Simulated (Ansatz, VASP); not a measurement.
**One calculation of In3GaAs4, two programs**

Contents of INCAR:

```
SYSTEM = In3GaAs4
PREC = Accurate ; ENCUT = 600
EDIFF = 1E-6 ; ISMEAR = 0
SIGMA = 0.1 ; LREAL = .False.
LASPH = .True. ; NELM = 100
ALGO = Normal ; ISIF = 3
LWAVE = .False. ; LCHARG = .False.
GGA = PE ; IBRION = 2
NSW = 90 ; EDIFFG = -0.04
```

File KPOINTS:

```
regular mesh
0
Gamma
  4 4 4
  0 0 0
```

POSCAR

```
In3GaAs4
1.0
    5.7544699800      0.0000000000      0.0000000000
    0.0000000000      5.7544699800      0.0000000000
    0.0000000000      0.0000000000      5.7544699800
In Ga As
3 1 4
Direct
    0.5000000000      0.0000000000      0.0000000000
    0.0000000000      0.0000000000      0.5000000000
    0.0000000000      0.5000000000      0.0000000000
    0.5000000000      0.5000000000      0.5000000000
    0.2500000000      0.7500000000      0.2500000000
    0.2500000000      0.2500000000      0.7500000000
    0.7500000000      0.7500000000      0.7500000000
    0.7500000000      0.2500000000      0.2500000000
```

Input for Ansatz:

```yaml
crystal:
  lattice:
    - [5.75446998, 0.0, 0.0]
    - [0.0, 5.75446998, 0.0]
    - [0.0, 0.0, 5.75446998]
  atoms:
    - { symbol: In, position: [0.5, 0.0, 0.0] }
    - { symbol: In, position: [0.0, 0.0, 0.5] }
    - { symbol: In, position: [0.0, 0.5, 0.0] }
    - { symbol: Ga, position: [0.5, 0.5, 0.5] }
    - { symbol: As, position: [0.25, 0.75, 0.25] }
    - { symbol: As, position: [0.25, 0.25, 0.75] }
    - { symbol: As, position: [0.75, 0.75, 0.75] }
    - { symbol: As, position: [0.75, 0.25, 0.25] }
basis:
  ecutwfc: 420
kpoints:
  mp_grid: { grid: [4, 4, 4] }
hamiltonian:
  xc: pbe
scf:
  occupations: { method: gaussian, width: 0.1 }
  lower_state_search: "off"
output:
  forces: true
  stress: true
  eigenvalues: true
relax:
  adjacent_minimum: "off"
  f_tol: 0.04
  max_steps: 70
  cell: { stress_tol: 0.4 }
```

Alike in both runs: task relaxation of cell and atoms; functional PBE; k mesh 4 × 4 × 4; occupations gaussian, width 0.1 eV; no spin polarisation.

|  | VASP | Ansatz |
| --- | --- | --- |
| version | VASP 6.6.1 | Ansatz 0.2.0 |
| potentials or method | VASP PAW PBE potentials, release 64 (In_d, Ga_d, As), cutoff 600 eV | scalar-relativistic, plane waves, PAW |
| valence electrons in the cell | 72 | 112 |

VASP gave:

```
gap on the k mesh at the Fermi level, each at its own relaxed structure (eV) : none
relaxed volume (Å³/atom)                                                     : 28.04
relaxed length of the cell vector where the two differ most in proportion (Å)              : 6.076
```

Task: Which values does Ansatz return?

Result: gap on the k mesh at the Fermi level, each at its own relaxed structure (eV): none; relaxed volume (Å³/atom): 27.94; relaxed length of the cell vector where the two differ most in proportion (Å): 6.069.

A gap of «none» marks a metal or a gap that the smearing closes. VASP's potentials hold 72 valence electrons a cell and Ansatz's 112, so a difference there can come from the potentials and not from the codes.

Noted on VASP's run: the volume moved by over 15 % at a fixed basis, so the end points are rough.
